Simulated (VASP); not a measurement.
# SnSe (Fm-3m) in VASP: further runs

The runs below take SnSe through relaxation of the atoms, with PBEsol.

Program: VASP 6.6.1. These are calculated values, not measurements. Logs are shortened: lines on timing, memory, paths and dates and some standing lists are left out, and cuts for length are marked.

## Step 1: The cell of the first run

The structure is cubic, space group Fm-3m (No. 225). The conventional cell has a = 5.346 Å, b = 5.346 Å, c = 5.346 Å, α = 90.00°, β = 90.00°, γ = 90.00°. Within 3.5 Å of Sn (site symmetry m-3m) lie 6 Se at 2.67 Å. Within 3.5 Å of Se (site symmetry m-3m) lie 6 Sn at 2.67 Å.

## Step 2: Relaxation of the atoms, PBEsol

INCAR reads:

```
SYSTEM = SnSe
PREC = Accurate
ENCUT = 520
EDIFF = 1E-6
ISMEAR = -1
SIGMA = 0.05
LREAL = .FALSE.
LASPH = .TRUE.
NELM = 60
ALGO = Normal
ISIF = 2
LWAVE = .FALSE.
LCHARG = .FALSE.
GGA = PS
IBRION = 2
NSW = 50
EDIFFG = -0.01
```

KPOINTS reads:

```
Automatic mesh
0
G
  10 10 10
  0 0 0
```

POSCAR reads:

```
SnSe
1.0
    0.0000000000      2.6729761406      2.6729761406
    2.6729761406      0.0000000000      2.6729761406
    2.6729761406      2.6729761406      0.0000000000
Sn Se
1 1
Direct
    0.0000000000      0.0000000000      0.0000000000
    0.5000000000      0.5000000000      0.5000000000
```

Potentials or basis: VASP PAW PBE potentials, release 64 (Sn_d, Se).

Started as:

```sh
$ cat potpaw_PBE.64/Sn_d/POTCAR potpaw_PBE.64/Se/POTCAR > POTCAR
$ mpirun -np 1 vasp_std > vasp.out
```

OUTCAR:

```text
SYSTEM = SnSe
   PREC = Accurate
   ENCUT = 520
   EDIFF = 1E-6
   ISMEAR = -1
   LREAL = .FALSE.
   LASPH = .TRUE.
   NELM = 60
   ISIF = 2
   GGA = PS
   IBRION = 2
   NSW = 50
   EDIFFG = -0.01

 ion  position               nearest neighbor table
   1  0.000  0.000  0.000-   2 2.67   2 2.67   2 2.67   2 2.67   2 2.67   2 2.67
   2  0.500  0.500  0.500-   1 2.67   1 2.67   1 2.67   1 2.67   1 2.67   1 2.67

  LATTYP: Found a face centered cubic cell.
 ALAT       =     5.3459522812

  Lattice vectors:

 A1 = (   0.0000000000,   2.6729761406,   2.6729761406)
 A2 = (   2.6729761406,   0.0000000000,   2.6729761406)
 A3 = (   2.6729761406,   2.6729761406,   0.0000000000)

Analysis of symmetry for initial positions (statically):
=====================================================================
 Subroutine PRICEL returns:
 Original cell was already a primitive cell.

 Routine SETGRP: Setting up the symmetry group for a
 face centered cubic supercell.

 Subroutine GETGRP returns: Found 48 space group operations
 (whereof 48 operations were pure point group operations)
 out of a pool of 48 trial point group operations.

The static configuration has the point symmetry O_h .

Analysis of symmetry for dynamics (positions and initial velocities):
=====================================================================
 Subroutine PRICEL returns:
 Original cell was already a primitive cell.

 Routine SETGRP: Setting up the symmetry group for a
 face centered cubic supercell.

 Subroutine GETGRP returns: Found 48 space group operations
 (whereof 48 operations were pure point group operations)
 out of a pool of 48 trial point group operations.

The dynamic configuration has the point symmetry O_h .

 Subroutine INISYM returns: Found 48 space group operations
 (whereof 48 operations are pure point group operations),
 and found     1 'primitive' translations

----------------------------------------------------------------------------------------

                                     Primitive cell

  volume of cell :      38.1958

  direct lattice vectors                    reciprocal lattice vectors
     0.000000000  2.672976141  2.672976141    -0.187057412  0.187057412  0.187057412
     2.672976141  0.000000000  2.672976141     0.187057412 -0.187057412  0.187057412
     2.672976141  2.672976141  0.000000000     0.187057412  0.187057412 -0.187057412

  length of vectors
     3.780159110  3.780159110  3.780159110     0.323992942  0.323992942  0.323992942

  position of ions in fractional coordinates (direct lattice)
     0.000000000  0.000000000  0.000000000
     0.500000000  0.500000000  0.500000000

  ion indices of the primitive-cell ions
   primitive index   ion index
                 1           1
                 2           2

----------------------------------------------------------------------------------------

 KPOINTS: Automatic mesh

Automatic generation of k-mesh.
 Grid dimensions read from file:
 generate k-points for:   10   10   10

 Generating k-lattice:

  Cartesian coordinates                     Fractional coordinates (reciprocal lattice)
    -0.018705741  0.018705741  0.018705741     0.100000000  0.000000000  0.000000000
     0.018705741 -0.018705741  0.018705741     0.000000000  0.100000000  0.000000000
     0.018705741  0.018705741 -0.018705741     0.000000000  0.000000000  0.100000000

  Length of vectors
     0.032399294  0.032399294  0.032399294

  Shift w.r.t. Gamma in fractional coordinates (k-lattice)
     0.000000000  0.000000000  0.000000000

 Subroutine IBZKPT returns following result:
 ===========================================

 Found     47 irreducible k-points:

 Following reciprocal coordinates:
            Coordinates               Weight
  0.000000  0.000000  0.000000      1.000000
  0.100000  0.000000  0.000000      8.000000
  0.200000  0.000000  0.000000      8.000000
  0.300000  0.000000  0.000000      8.000000
  0.400000  0.000000  0.000000      8.000000
  0.500000  0.000000  0.000000      4.000000
[... 16 lines left out ...]
  0.300000  0.300000  0.000000      6.000000
  0.400000  0.300000  0.000000     24.000000
 [... further k-points ...]
   k-points           NKPTS =     47   k-points in BZ     NKDIM =     47   number of bands    NBANDS=     14
   number of dos      NEDOS =    301   number of ions     NIONS =      2
   total plane-waves  NPLWV =  21952
   dimension x,y,z NGX =    28 NGY =   28 NGZ =   28
   dimension x,y,z NGXF=    56 NGYF=   56 NGZF=   56
   ions per type =               1   1
   NGX,Y,Z   is equivalent  to a cutoff of  12.31, 12.31, 12.31 a.u.
   NGXF,Y,Z  is equivalent  to a cutoff of  24.63, 24.63, 24.63 a.u.
 SYSTEM =  SnSe
   PREC   = accura    normal or accurate (medium, high low for compatibility)
   ISTART =      0    job   : 0-new  1-cont  2-samecut
   ICHARG =      2    charge: 1-file 2-atom 10-const
   ISPIN  =      1    spin polarized calculation?
   LNONCOLLINEAR =      F non collinear calculations
   LSORBIT =      F    spin-orbit coupling
   LASPH  =      T    aspherical Exc in radial PAW
   ENCUT  =  520.0 eV  38.22 Ry    6.18 a.u.   7.03  7.03  7.03*2*pi/ulx,y,z
   NELM   =     60;   NELMIN=  2; NELMDL= -5     # of ELM steps
   EDIFF  = 0.1E-05   stopping-criterion for ELM
   LREAL  =      F    real-space projection
   EDIFFG = -.1E-01   stopping-criterion for IOM
   NSW    =     50    number of steps for IOM
   IBRION =      2    ionic relax: 0-MD 1-quasi-New 2-CG
   NFREE  =      1    steps in history (QN), initial steepest desc. (CG)
   ISIF   =      2    stress and relaxation
   ISYM   =      2    0-nonsym 1-usesym 2-fastsym
   POTIM  = 0.5000    time-step for ionic-motion
   TEBEG  =    0.0;   TEEND  =   0.0 temperature during run
   PSTRESS=    0.0 pullay stress
   NELECT =      20.0000    total number of electrons
   NUPDOWN=      -1.0000    fix difference up-down
   EMIN   =  10.00;   EMAX   =-10.00  energy-range for DOS
   EFERMI =   0.00;   METHOD = LEGACY
   ISMEAR =    -1;   SIGMA  =   0.05  broadening in eV -4-tet -1-fermi 0-gaus
   EFERMI_NEDOS =   21; number of points for ismear=-14 and -15
   IALGO  =     38    algorithm
   IMIX   =      4    mixing-type and parameters
     AMIX     =   0.40;   BMIX     =  1.00
     AMIX_MAG =   1.60;   BMIX_MAG =  1.00
  volume/ion in A,a.u.               =      19.10       128.88
  Fermi-wavevector in a.u.,A,eV,Ry     =   1.319511  2.493515 23.689237  1.741110
  Thomas-Fermi vector in A             =   2.449404
   LORBIT       =      0    0 simple, 1 ext, 2 COOP (PROOUT), +10 PAW based schemes
   GGA     = PS    functional components
   LHFCALC =     F    Hartree Fock is set to
   AEXX    =    0.0000 exact exchange contribution
   IVDW    =     0    specifies the selected vdW correction
   LEPSILON=     F    determine dielectric tensor
   LRPA    =     F    only Hartree local field effects (RPA)
 conjugate gradient relaxation of ions
 non-spin polarized calculation
  energy-cutoff  :      520.00
  volume of cell :       38.20
 maximum number of plane-waves:      1056
   NGX = 13   NGY = 13   NGZ = 13

 number of electron      19.9999991 magnetization

 Free energy of the ion-electron system (eV)
  ---------------------------------------------------
  ext. energy  EPLUGINS =         0.00000000
  ---------------------------------------------------
  free energy    TOTEN  =        -7.76349565 eV

  energy without entropy =       -7.76043022  energy(sigma->0) =       -7.76196293

 E-fermi :  10.6921     XC(G=0): -11.4765

 val. band max:       10.6630556051   @ k =  -0.2000   0.2000   0.0000
 cond. band min:      10.7644666433   @ k =  -0.4000   0.2000   0.1000
 fundamental gap:      0.1014110382
 Fermi energy:        10.6920793578

 k-point     1 :       0.0000    0.0000    0.0000
  band No.  band energies     occupation
      1     -11.6294      2.00000
      2     -11.6294      2.00000
      3     -11.6043      2.00000
      4     -11.6043      2.00000
      5     -11.6043      2.00000
      6      -6.7930      2.00000
      7       6.6373      2.00000
      8       6.8115      2.00000
      9       6.8115      2.00000
     10       6.8115      2.00000
     11      15.4411      0.00000
     12      15.4411      0.00000
     13      15.4411      0.00000
     14      15.8388      0.00000

 k-point     2 :       0.1000    0.0000    0.0000
  band No.  band energies     occupation
      1     -11.6325      2.00000
      2     -11.6325      2.00000
      3     -11.6041      2.00000
      4     -11.6003      2.00000
      5     -11.6003      2.00000
      6      -6.6678      2.00000
      7       4.9310      2.00000
      8       6.8304      2.00000
      9       6.8304      2.00000
     10       8.3281      2.00000
     11      14.3665      0.00000
     12      14.7238      0.00000
     13      14.7238      0.00000
     14      15.9061      0.00000

 k-point     3 :       0.2000    0.0000    0.0000
  band No.  band energies     occupation
      1     -11.6425      2.00000
      2     -11.6425      2.00000
      3     -11.6037      2.00000
      4     -11.5878      2.00000
      5     -11.5878      2.00000
      6      -6.3042      2.00000
      7       3.1311      2.00000
      8       6.8955      2.00000
      9       6.8955      2.00000
     10       9.4487      2.00000
     11      13.3155      0.00000
     12      13.3155      0.00000
     13      13.3637      0.00000
     14      15.9515      0.00000

 k-point     4 :       0.3000    0.0000    0.0000
  band No.  band energies     occupation
      1     -11.6558      2.00000
      2     -11.6558      2.00000
      3     -11.6036      2.00000
      4     -11.5712      2.00000
      5     -11.5712      2.00000
      6      -5.7517      2.00000
      7       1.4787      2.00000
      8       7.0153      2.00000
      9       7.0153      2.00000
     10       9.8365      2.00000
     11      12.0888      0.00000
     12      12.0888      0.00000
     13      12.7992      0.00000
     14      16.6852      0.00000

 k-point     5 :       0.4000    0.0000    0.0000
  band No.  band energies     occupation
      1     -11.6669      2.00000
      2     -11.6669      2.00000
      3     -11.6039      2.00000
      4     -11.5575      2.00000
      5     -11.5575      2.00000
      6      -5.1539      2.00000
      7       0.1920      2.00000
      8       7.1579      2.00000
      9       7.1579      2.00000
     10       9.7822      2.00000
     11      11.2429      0.00003
[... 276 lines left out ...]
 k-point    22 :      -0.2000    0.2000    0.0000
  band No.  band energies     occupation
      1     -11.6627      2.00000
      2     -11.6584      2.00000
      3     -11.5981      2.00000
      4     -11.5766      2.00000
      5     -11.5689      2.00000
      6      -5.5428      2.00000
      7       1.7404      2.00000
      8       4.7791      2.00000
      9       7.4028      2.00000
     10      10.6631      1.28235
     11      11.4549      0.00000
     12      11.6695      0.00000
     13      14.1371      0.00000
     14      16.7706      0.00000

 k-point    23 :       0.3000    0.3000    0.0000
  band No.  band energies     occupation
      1     -11.7359      2.00000
      2     -11.6261      2.00000
      3     -11.6085      2.00000
      4     -11.5563      2.00000
      5     -11.5563      2.00000
      6      -5.3188      2.00000
      7       2.6288      2.00000
      8       5.2018      2.00000
      9       5.2018      2.00000
     10       6.7577      2.00000
     11      12.3824      0.00000
     12      14.8952      0.00000
     13      16.2010      0.00000
     14      16.2010      0.00000

 k-point    24 :       0.4000    0.3000    0.0000
  band No.  band energies     occupation
      1     -11.7595      2.00000
      2     -11.6265      2.00000
      3     -11.6102      2.00000
      4     -11.5483      2.00000
      5     -11.5448      2.00000
      6      -4.8169      2.00000
      7       1.9757      2.00000
      8       4.5341      2.00000
      9       5.0371      2.00000
     10       6.3222      2.00000
     11      12.3936      0.00000
     12      15.4851      0.00000
     13      15.9945      0.00000
     14      17.0548      0.00000

 [... further k-points ...]
[... 5 lines left out ...]
  --------------------------------------------------------------------------------------
  -------------------------------------------------------------------------------------
  Total        8.4997883      8.4997883      8.4997883      0.0000000      0.0000000     -0.0000000
  in kB      356.5360501    356.5360501    356.5360501      0.0000000      0.0000000     -0.0000000
  external PRESSURE =     356.5360501 kB  Pullay stress =       0.0000000 kB

 VOLUME and BASIS-vectors are now :
 -----------------------------------------------------------------------------
  energy-cutoff  :      520.00
  volume of cell :       38.20
      direct lattice vectors                 reciprocal lattice vectors
     0.000000000  2.672976141  2.672976141    -0.187057412  0.187057412  0.187057412
     2.672976141  0.000000000  2.672976141     0.187057412 -0.187057412  0.187057412
     2.672976141  2.672976141  0.000000000     0.187057412  0.187057412 -0.187057412

 POSITION                                       TOTAL-FORCE (eV/Angst)
 -----------------------------------------------------------------------------------
      0.00000      0.00000      0.00000        -0.000000     -0.000000     -0.000000
      2.67298      2.67298      2.67298         0.000000      0.000000      0.000000
 -----------------------------------------------------------------------------------
    total drift:                               -0.000000      0.000000      0.000000

  FREE ENERGIE OF THE ION-ELECTRON SYSTEM (eV)
  ---------------------------------------------------
  free  energy   TOTEN  =        -7.7634956466 eV

  energy  without entropy=       -7.7604302203  energy(sigma->0) =       -7.76196293

 reached required accuracy - stopping structural energy minimisation
```

It took 28 s on 1 thread of AMD EPYC 7R13, shared host; peak memory 0.14 GiB.

Results:

| Quantity | Value |
| --- | --- |
| Free energy | -7.7635 eV |
| Pressure after relaxing | 35.7 GPa |
| Band gap on the k mesh | 0.10 eV, indirect (least direct gap 0.49 eV) |

Final structure:
```
Sn Se
1.0
     0.00000    2.67298    2.67298
     2.67298    0.00000    2.67298
     2.67298    2.67298    0.00000
Sn Se
1 1
Direct
  0.00000 0.00000 0.00000
  0.50000 0.50000 0.50000
```

Caveat: the relaxation stopped at its first step, so nothing moved; the PAW data sets were made with another functional, which shifts forces and pressure a little; spin-orbit coupling is left out, which moves the levels of the heavy elements.

## Step 3: Relaxation of the atoms, PBEsol

This run uses another cell than the first one, of 23.19 Å³/atom, 1.214 times its volume.

INCAR reads:

```
PREC = Accurate ; ENCUT = 520
EDIFF = 1E-6 ; ISMEAR = -1
SIGMA = 0.05 ; LREAL = False
LASPH = True ; NELM = 60
ALGO = Normal ; ISIF = 2
LWAVE = False ; LCHARG = False
GGA = PS ; IBRION = 2
NSW = 50 ; EDIFFG = -0.01
```

KPOINTS reads:

```
regular mesh
0
Gamma
  10 10 10
```

POSCAR reads:

```
SnSe
1.0
    0.0000000000      2.8516882363      2.8516882363
    2.8516882363      0.0000000000      2.8516882363
    2.8516882363      2.8516882363      0.0000000000
Sn Se
1 1
Direct
    0.0000000000      0.0000000000      0.0000000000
    0.5000000000      0.5000000000      0.5000000000
```

Potentials or basis: VASP PAW PBE potentials, release 64 (Sn_d, Se).

Started as:

```sh
$ cat potpaw_PBE.64/Sn_d/POTCAR potpaw_PBE.64/Se/POTCAR > POTCAR
$ mpirun -np 1 vasp_std > vasp.out
```

It took 35 s on 1 thread of AMD EPYC 7R13, shared host; peak memory 0.16 GiB.

The run converged. Its results:

- Free energy: -8.8124 eV
- Pressure after relaxing: 9.3 GPa
- Band gap on the k mesh: 0.21 eV, indirect (least direct gap 0.49 eV)

Final structure:
```
Sn Se
1.0
     0.00000    2.85169    2.85169
     2.85169    0.00000    2.85169
     2.85169    2.85169    0.00000
Sn Se
1 1
Direct
  0.00000 0.00000 0.00000
  0.50000 0.50000 0.50000
```

Levels at points of the mesh, in eV from the valence-band top:
```tsv
k point	band 8	band 9	band 10	band 11	band 12	band 13
(0.00, 0.00, 0.00)	-2.97	-2.97	-2.97	4.61	4.61	4.61
(0.50, 0.00, 0.00)	-2.67	-2.67	-0.51	0.78	0.78	0.95
(0.50, 0.50, 0.00)	-6.40	-4.76	-4.76	2.04	5.99	5.99
```

Caveat: the relaxation stopped at its first step, so nothing moved; the PAW data sets were made with another functional, which shifts forces and pressure a little; spin-orbit coupling is left out, which moves the levels of the heavy elements. A k mesh can miss the band edges.

(Part 1 of 2 ends here.)
